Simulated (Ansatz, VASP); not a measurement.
**Ga2Te2S: VASP beside Ansatz**

Contents of INCAR:

```
PREC = Accurate ; ENCUT = 600
EDIFF = 1E-6 ; ISMEAR = 0
SIGMA = 0.1 ; LREAL = F
LASPH = T ; NELM = 80
ALGO = Fast ; ISIF = 3
LWAVE = F ; LCHARG = F
GGA = PE ; IBRION = 2
NSW = 100 ; EDIFFG = -0.01
```

The input KPOINTS:

```
regular mesh
0
Gamma
  12 12 12
```

Contents of POSCAR:

```
Ga2Te2S
1.0
   -2.1646033491      2.1646033491      6.8492431054
    2.1646033491     -2.1646033491      6.8492431054
    2.1646033491      2.1646033491     -6.8492431054
Ga Te S
2 2 1
Direct
    0.2500000000      0.7500000000      0.5000000000
    0.7500000000      0.2500000000      0.5000000000
    0.3793995012      0.3793995012      0.0000000000
    0.6206004988      0.6206004988      0.0000000000
    0.0000000000      0.0000000000      0.0000000000
```

Input for Ansatz:

```yaml
crystal:
  lattice:
    - [-2.1646033491, 2.1646033491, 6.8492431054]
    - [2.1646033491, -2.1646033491, 6.8492431054]
    - [2.1646033491, 2.1646033491, -6.8492431054]
  atoms:
    - { symbol: Ga, position: [0.25, 0.75, 0.5] }
    - { symbol: Ga, position: [0.75, 0.25, 0.5] }
    - { symbol: Te, position: [0.3793995012, 0.3793995012, 0.0] }
    - { symbol: Te, position: [0.6206004988, 0.6206004988, 0.0] }
    - { symbol: S, position: [0.0, 0.0, 0.0] }
basis:
  ecutwfc: 420
kpoints:
  mp_grid: { grid: [12, 12, 12] }
hamiltonian:
  xc: pbe
scf:
  occupations: { method: gaussian, width: 0.1 }
output:
  forces: true
  stress: true
  eigenvalues: true
  write_density: true
  write_potential: true
  elf: true
  volumetric_format: npy
relax:
  adjacent_minimum: "off"
  f_tol: 0.01
  max_steps: 80
  cell: { stress_tol: 0.05 }
```

Change from the starting cell: species swapped into the PrNi2Ge2 type (I4/mmm, No. 139).

Alike in both runs: task relaxation of cell and atoms; functional PBE; k mesh 12 × 12 × 12; occupations gaussian, width 0.1 eV; no spin polarisation.

|  | VASP | Ansatz |
| --- | --- | --- |
| version | VASP 6.6.1 | Ansatz 0.2.0 |
| potentials or method | VASP PAW PBE potentials, release 64 (Ga_d, Te, S), cutoff 600 eV | scalar-relativistic, plane waves, PAW |
| valence electrons in the cell | 44 | 64 |

```tsv
	VASP	Ansatz	Ansatz less VASP
gap on the k mesh at the Fermi level, each at its own relaxed structure (eV)	none	none	-
relaxed volume (Å³/atom)	25.59	25.59	0.000
relaxed length of the cell vector where the two differ most in proportion (Å)	7.524	7.522	-0.0028
```

A gap of «none» marks a metal or a gap that the smearing closes. VASP's potentials hold 44 valence electrons a cell and Ansatz's 64, so a difference there can come from the potentials and not from the codes.

Spin-orbit coupling is off throughout.
